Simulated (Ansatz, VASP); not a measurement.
**One calculation of SnO2, two programs**

INCAR

```
SYSTEM = SnO2
ALGO     = Normal         ! electronic algorithm
EDIFF    = 1E-6           ! SCF threshold, eV
ENCUT    = 520            ! plane-wave cutoff, eV
GGA      = PE             ! functional
ISIF     = 2              ! what is computed and relaxed
ISMEAR   = 0              ! smearing method
LASPH    = .True.         ! aspherical terms in the spheres
LCHARG   = .False.        ! write CHGCAR
LREAL    = .False.        ! projectors in reciprocal space
LWAVE    = .False.        ! write WAVECAR
NBANDS   = 35             ! bands
NELM     = 100            ! most SCF steps
PREC     = Accurate       ! precision mode
SIGMA    = 0.05           ! smearing width, eV
```

File KPOINTS:

```
k-points
0
Gamma
  6 6 8
  0 0 0
```

POSCAR

```
SnO2
1.0
    4.8277049966      0.0000000000      0.0000000000
    0.0000000000      4.8277049966      0.0000000000
    0.0000000000      0.0000000000      3.2379909407
Sn O
2 4
Direct
    0.0000000000      0.0000000000      0.0000000000
    0.5000000000      0.5000000000      0.5000000000
    0.3706850620      0.3706850620      0.0000000000
    0.2574748886      0.8706850620      0.5000000000
    0.7574748886      0.7574748886      0.0000000000
    0.8706850620      0.2574748886      0.5000000000
```

Input for Ansatz:

```yaml
crystal:
  lattice:
    - [4.8277049966, 0.0, 0.0]
    - [0.0, 4.8277049966, 0.0]
    - [0.0, 0.0, 3.2379909407]
  atoms:
    - { symbol: Sn, position: [0.0, 0.0, 0.0] }
    - { symbol: Sn, position: [0.5, 0.5, 0.5] }
    - { symbol: O, position: [0.370685062, 0.370685062, 0.0] }
    - { symbol: O, position: [0.2574748886, 0.870685062, 0.5] }
    - { symbol: O, position: [0.7574748886, 0.7574748886, 0.0] }
    - { symbol: O, position: [0.870685062, 0.2574748886, 0.5] }
basis:
  ecutwfc: 420
kpoints:
  mp_grid: { grid: [6, 6, 8] }
hamiltonian:
  xc: pbe
scf:
  occupations: { method: gaussian, width: 0.05 }
output:
  forces: true
  stress: true
  eigenvalues: true
```

Change from the starting cell: all O atoms moved +0.438 Å, as atom 3 towards its neighbour atom 5 (O) at 2.641 Å.

Alike in both runs: task single point; functional PBE; k mesh 6 × 6 × 8; occupations gaussian, width 0.05 eV; no spin polarisation.

|  | VASP | Ansatz |
| --- | --- | --- |
| version | VASP 6.6.1 | Ansatz 0.2.0 |
| potentials or method | VASP PAW PBE potentials, release 64 (Sn_d, O), cutoff 520 eV | scalar-relativistic, plane waves, PAW |
| valence electrons in the cell | 52 | 52 |

|  | VASP | Ansatz | Ansatz less VASP |
| --- | --- | --- | --- |
| gap on the k mesh at the Fermi level (eV) | 0.95 | 0.98 | +0.030 |
| least direct gap on the mesh (eV) | 0.95 | 0.98 | +0.030 |
| pressure (GPa) | 20.6 | 21.3 | +0.66 |
| traceless stress, the component that is largest in VASP (GPa) | 26.83 | 28.50 | +1.673 |
| rms of the force components (eV/Å) | 4.813 | 5.031 | +0.2178 |

Atom by atom the forces differ by 0.236 eV/Å (rms over components). The functional is the same, so the differences come from potentials, cutoffs and numerics.
